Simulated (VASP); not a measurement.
Wanted: the native input for a VASP 6.6.1 run.

| Item | Value |
| --- | --- |
| Task | relaxation of cell and atoms |
| Functional | r2SCAN |
| Potentials or basis | VASP PAW PBE potentials, release 64 (Co, Sb, S) |
| Cutoff | 600 eV |
| k mesh | 4 × 4 × 4 |
| Occupations | methfessel-paxton, width 0.1363 eV |
| Spin | no spin polarisation |
| Dipole correction | no |
| Further INCAR settings | ALGO = Normal; EDIFF = 1e-06; IBRION = 2; EDIFFG = -0.01; NSW = 60; ISIF = 3 |

The system is Co3SbS4.

```
Co Sb S
1.0
     0.00000    5.33437    0.00000
     5.33437    0.00000    0.00000
     2.66719    2.66719   -5.32645
Co Sb S
3 1 4
Direct
  0.50000 0.50000 0.00000
  0.75000 0.25000 0.50000
  0.25000 0.75000 0.50000
  0.00000 0.00000 0.00000
  0.38700 0.38700 0.73600
  0.61300 0.12300 0.26400
  0.87700 0.87700 0.73600
  0.12300 0.61300 0.26400
```

One way to write it, as run:

POSCAR

```
Co3SbS4
1.0
    0.0000000000      5.3343713200      0.0000000000
    5.3343713200      0.0000000000      0.0000000000
    2.6671856600      2.6671856600     -5.3264473200
Co Sb S
3 1 4
Direct
    0.5000000000      0.5000000000      0.0000000000
    0.7500000000      0.2500000000      0.5000000000
    0.2500000000      0.7500000000      0.5000000000
    0.0000000000      0.0000000000      0.0000000000
    0.3870000000      0.3870000000      0.7360000000
    0.6130000000      0.1230000000      0.2640000000
    0.8770000000      0.8770000000      0.7360000000
    0.1230000000      0.6130000000      0.2640000000
```

INCAR.step1

```
ALGO = Normal ; EDIFF = 1E-4
ENCUT = 600 ; GGA = PE
ISMEAR = 1 ; LASPH = T
LCHARG = F ; LREAL = F
LWAVE = T ; NELM = 100
PREC = Accurate ; SIGMA = 0.1363
```

INCAR.step2

```
ALGO = Normal ; EDIFF = 1E-6
EDIFFG = -0.01 ; ENCUT = 600
IBRION = 2 ; ISIF = 3
ISMEAR = 1 ; ISTART = 1
LASPH = T ; LCHARG = F
LMIXTAU = T ; LREAL = F
LWAVE = F ; METAGGA = R2SCAN
NELM = 100 ; NSW = 60
PREC = Accurate ; SIGMA = 0.1363
```

KPOINTS

```
k-points
0
Gamma
  4 4 4
```

Potentials or basis: VASP PAW PBE potentials, release 64 (Co, Sb, S).

Run with:

```sh
$ cat potpaw_PBE.64/Co/POTCAR potpaw_PBE.64/Sb/POTCAR potpaw_PBE.64/S/POTCAR > POTCAR
$ cp INCAR.step1 INCAR
$ mpirun -np 1 vasp_std > vasp.out
$ cp INCAR.step2 INCAR
$ mpirun -np 1 vasp_std > vasp.out
```

It gave:

```yaml
Relaxed_volume: 17.38 Å³/atom
Relaxed_cell: a = 5.275 Å, b = 5.275 Å, c = 6.236 Å, α = 64.98°, β = 64.98°, γ = 90.00°
Space_group_after_relaxing_to_0.05_Å: I-42m (No. 121)
Energy_gained_by_relaxing: 211.2 meV/atom
Ionic_steps: 20
Pressure_after_relaxing: 0.0 GPa
Largest_force_after_relaxing: 0.010 eV/Å
Band_gap_on_the_k_mesh: zero (band 28 reaches 7.41 eV, above the bottom of band 29 at 7.15 eV)
```

Caveat: the PAW data sets were made with another functional, which shifts forces and pressure a little; spin-orbit coupling is left out, which moves the levels of the heavy elements; the run has no spin polarisation, though such a crystal can be magnetic.

Run time: 110 min on 1 thread of Intel(R) Xeon(R) Platinum 8375C CPU @ 2.90GHz (Ice Lake), with other jobs on the host, peak memory 0.43 GiB.
